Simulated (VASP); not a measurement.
A run of VASP 6.6.1 is set up as follows.

The input INCAR:

```
ALGO = Normal
EDIFF = 1E-7
ENCUT = 520
GGA = RE
ISIF = 2
ISMEAR = -1
LASPH = T
LCHARG = T
LELF = T
LREAL = F
LVHAR = T
LWAVE = F
NBANDS = 33
NELM = 100
PREC = Accurate
SIGMA = 0.05
```

File KPOINTS:

```
k-points
0
Gamma
  10 10 10
```

The input POSCAR:

```
TiO2
1.0
   -1.9085109946      1.9085109946      4.8879128514
    1.9085109946     -1.9085109946      4.8879128514
    1.9085109946      1.9085109946     -4.8879128514
Ti O
2 4
Direct
    0.7500000000      0.2500000000      0.5000000000
    0.0000000000      0.0000000000      0.0000000000
    0.7940935194      0.7940935194      0.0000000000
    0.5440935194      0.0440935194      0.5000000000
    0.9559064806      0.4559064806      0.5000000000
    0.2059064806      0.2059064806      0.0000000000
```

Potentials or basis: VASP PAW PBE potentials, release 64 (Ti_sv, O).

Launch:

```bash
$ cat potpaw_PBE.64/Ti_sv/POTCAR potpaw_PBE.64/O/POTCAR > POTCAR
$ mpirun -np 1 vasp_std > vasp.out
```

Task: Predict the band gap on the k mesh.

Result: 2.12 eV, indirect (least direct gap 2.40 eV).

Task: Estimate the largest force.

Result: 0.017 eV/Å.

Task: Predict the pressure.

Result: 0.6 GPa.

Stress tensor (GPa, compression positive):
```
0.56 0.00 0.00
0.00 0.56 0.00
0.00 0.00 0.66
```

Caveat: the PAW data sets were made with another functional, which shifts forces and pressure a little. A k mesh can miss the band edges.
